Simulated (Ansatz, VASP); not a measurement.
## Zn2Cd3Se5: VASP beside Ansatz

```xyz
10
Lattice="0.0000 -4.2305 0.0000 4.2305 0.0000 0.0000 -2.1152 2.1152 15.1574" Properties=species:S:1:pos:R:3 pbc="T T T"
Zn    2.1152   -2.1152   12.1780
Zn    0.0000    0.0000    2.9794
Cd    2.1152   -2.1152    0.0000
Cd    2.1152   -2.1152    5.9591
Cd    0.0000    0.0000    9.1983
Se    0.0000   -2.1152    1.6270
Se    2.1152    0.0000    4.3317
Se    0.0000   -2.1152    7.5787
Se    2.1152    0.0000   10.8257
Se    0.0000   -2.1152   13.5304
```

Alike in both runs: task single point; functional PBE; k mesh 4 × 4 × 4; occupations gaussian, width 0.1 eV; no spin polarisation.

```csv
,VASP,Ansatz
version,VASP 6.6.1,Ansatz 0.2.0
potentials or method,"VASP PAW PBE potentials, release 64 (Zn, Cd, Se), cutoff 520 eV","scalar-relativistic, plane waves, PAW"
valence electrons in the cell,90,164
```

VASP gave:

* gap on the k mesh at the Fermi level (eV): 0.64
* least direct gap on the mesh (eV): 0.64
* pressure (GPa): 0.3
* traceless stress, the component that is largest in VASP (GPa): -0.17
* rms of the force components (eV/Å): 0.007

**Question.** Estimate Ansatz's values.

**Answer.** gap on the k mesh at the Fermi level (eV): 0.64; least direct gap on the mesh (eV): 0.64; pressure (GPa): 0.1; traceless stress, the component that is largest in VASP (GPa): -0.18; rms of the force components (eV/Å): 0.002.

Atom by atom the forces differ by 0.006 eV/Å (rms over components). VASP's potentials hold 90 valence electrons a cell and Ansatz's 164, so a difference there can come from the potentials and not from the codes.
